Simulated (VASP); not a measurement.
Set up this calculation in VASP 6.6.1, as the native input.

```yaml
Task: single point
Functional: LDA
Potentials_or_basis: VASP PAW LDA potentials, release 64 (Al, Ni)
Cutoff: 520 eV
k_mesh: 12 × 12 × 12
Occupations: gaussian, width 0.05 eV
Spin: collinear spin, ferromagnetic start
Starting_moments: "[0.0, 0.24, 0.24, 0.24] μB"
Dipole_correction: no
Further_INCAR_settings: ALGO = Fast; EDIFF = 1e-06; NBANDS = 28
```

The structure of AlNi3 lies in POSCAR:

```
AlNi3
1.0
    3.4572315332      0.0000000000      0.0000000000
    0.0000000000      3.4572315332      0.0000000000
    0.0000000000      0.0000000000      3.4572315332
Al Ni
1 3
Direct
    0.0000000000      0.0000000000      0.0000000000
    0.0000000000      0.5000000000      0.5000000000
    0.5000000000      0.0000000000      0.5000000000
    0.5000000000      0.5000000000      0.0000000000
```

One way to write it, as run:

INCAR

```
PREC = Accurate ; ENCUT = 520
EDIFF = 1E-6 ; ISMEAR = 0
SIGMA = 0.05 ; LREAL = F
LASPH = T ; NELM = 150
ALGO = Fast ; ISIF = 2
LWAVE = F ; LCHARG = F
ISPIN = 2 ; MAGMOM = 0 0.24 0.24 0.24
LORBIT = 11 ; LMAXMIX = 4
NBANDS = 28
```

KPOINTS

```
Automatic mesh
0
Gamma
  12 12 12
```

Potentials or basis: VASP PAW LDA potentials, release 64 (Al, Ni).

Run with:

```bash
$ cat potpaw_LDA.64/Al/POTCAR potpaw_LDA.64/Ni/POTCAR > POTCAR
$ mpirun -np 1 vasp_std > vasp.out
```

Results of the run:

The pressure is 4.8 GPa, the net moment is 0.11 μB per cell and the site moments are Al -0.00; Ni +0.04 μB. The valence electrons inside the program's atomic spheres are Al 0.86; Ni 9.58.

Caveat: the cell stands under pressure.

Wall time 4.6 min on 1 thread of AMD EPYC 7R13, on a shared host, peak memory 0.22 GiB.
